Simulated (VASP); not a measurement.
Write the native input for VASP 6.6.1 that does the following.

```
Task                   : single point
Functional             : PBE
Potentials or basis    : VASP PAW PBE potentials, release 64 (Pt)
Cutoff                 : 520 eV
k mesh                 : 14 × 14 × 14
Occupations            : fermi-dirac, width 0.05 eV
Spin                   : no spin polarisation
Dipole correction      : no
Further INCAR settings : ALGO = Normal; EDIFF = 1e-06; NBANDS = 17
```

The structure of Pt lies in POSCAR:

```
Pt
1.0
    0.0000000000      2.8086006964      2.8086006964
    2.8086006964      0.0000000000      2.8086006964
    2.8086006964      2.8086006964      0.0000000000
Pt
2
Direct
   -0.1250000000     -0.1250000000     -0.1250000000
    0.1250000000      0.1250000000      0.1250000000
```

This cell differs from its parent crystal: volume scaled by 0.92.

These files were run (other wordings do the same):

INCAR

```
SYSTEM = Pt
  PREC = Accurate
  ENCUT = 520
  EDIFF = 1E-6
  ISMEAR = -1
  SIGMA = 0.05
  LREAL = .FALSE.
  LASPH = .TRUE.
  NELM = 80
  ALGO = Normal
  ISIF = 2
  LWAVE = .FALSE.
  LCHARG = .TRUE.
  GGA = PE
  LELF = .TRUE.
  LVHAR = .TRUE.
  NBANDS = 17
```

KPOINTS

```
regular mesh
0
G
  14 14 14
  0 0 0
```

Potentials or basis: VASP PAW PBE potentials, release 64 (Pt).

Command:

```bash
$ cat potpaw_PBE.64/Pt/POTCAR > POTCAR
$ mpirun -np 1 vasp_std > vasp.out
```

It gave:

The pressure is 11.3 GPa and the band gap on the k mesh is zero (band 10 reaches 6.33 eV, above the bottom of band 11 at 5.66 eV).

Caveat: spin-orbit coupling is left out, which moves the levels of the heavy elements.

Wall time 65 s on 1 thread of Intel(R) Xeon(R) Platinum 8259CL CPU @ 2.50GHz (Skylake/Cascade Lake), with other jobs on the host, peak memory 0.21 GiB.
